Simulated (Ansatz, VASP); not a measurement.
## Two plane-wave programs on AlNi

```
Al Ni
1.0
     1.93869   -1.95319    0.00000
     1.93869    1.95319    0.00000
     0.00000    0.00000    3.09943
Al Ni
1 1
Direct
  0.00000 0.00000 0.00000
  0.50000 0.50000 0.50000
```

Alike in both runs: task single point; functional r2SCAN; k mesh 12 × 12 × 12; occupations gaussian, width 0.1 eV; no spin polarisation.

|  | VASP | Ansatz |
| --- | --- | --- |
| version | VASP 6.6.1 | Ansatz 0.2.0 |
| potentials or method | VASP PAW PBE potentials, release 64 (Al, Ni), cutoff 520 eV | scalar-relativistic, plane waves, PAW |
| valence electrons in the cell | 13 | 21 |

|  | VASP | Ansatz | Ansatz less VASP |
| --- | --- | --- | --- |
| gap on the k mesh at the Fermi level (eV) | none | none | - |
| pressure (GPa) | 0.4 | 0.6 | +0.24 |
| traceless stress, the component that is largest in VASP (GPa) | -5.09 | -4.91 | +0.176 |

VASP's potentials were made for PBE, not for r2SCAN. A gap of «none» marks a metal or a gap that the smearing closes. VASP's potentials hold 13 valence electrons a cell and Ansatz's 21, so a difference there can come from the potentials and not from the codes.
